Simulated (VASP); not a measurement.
Cl: electric field gradients with PBE

The system is Cl.

```
CELL_PARAMETERS angstrom
3.71642 0.00000 0.00000
-1.85821 3.21851 0.00000
0.00000 0.00000 3.97586
ATOMIC_POSITIONS crystal
Cl 0.33333 0.66667 0.25000
Cl 0.66667 0.33333 0.75000
```

```yaml
Program: VASP 6.6.1
Task: electric field gradients
Functional: PBE
Potentials_or_basis: VASP PAW PBE potentials, release 64 (Cl)
Cutoff: 520 eV
k_mesh: 19 × 19 × 10
Occupations: fermi-dirac, width 0.03 eV
Spin: no spin polarisation
Dipole_correction: no
Further_INCAR_settings: ALGO = Normal; EDIFF = 1e-08; NBANDS = 14
```

The pressure is -1.2 GPa and the band gap on the k mesh is zero (bands 7 and 8 overlap by 1.77 eV). The largest electric field gradient by atom is Cl +137.4 V/Å².

Stress tensor (GPa, compression positive):
```
-1.01  0.00  0.00
 0.00 -1.01  0.00
 0.00  0.00 -1.69
```

Levels at points of the mesh, in eV from the Fermi level:
| k point | band 3 | band 4 | band 5 | band 6 | band 7 | band 8 | band 9 | band 10 | band 11 | band 12 |
| --- | --- | --- | --- | --- | --- | --- | --- | --- | --- | --- |
| (0.00, 0.00, 0.00) | -3.64 | -1.99 | -1.99 | -0.21 | -0.21 | 0.72 | 7.80 | 8.28 | 12.07 | 12.07 |
| (0.00, 0.00, 0.50) | -1.87 | -1.87 | -1.09 | -1.09 | -1.09 | -1.09 | 10.34 | 10.34 | 11.06 | 11.06 |

Electric field gradients, principal values (V/Å²):
| atom | least | middle | greatest (by size) |
| --- | --- | --- | --- |
| 1 Cl | -68.722 | -68.723 | 137.445 |
| 2 Cl | -68.722 | -68.723 | 137.445 |

It took 2.7 min on 1 thread of Intel Xeon 8259CL, on a shared host, peak memory 0.24 GiB.

Caveat: without QUAD_EFG the Cq values of the log hold for a quadrupole moment of 1 mb, not for the nuclei.
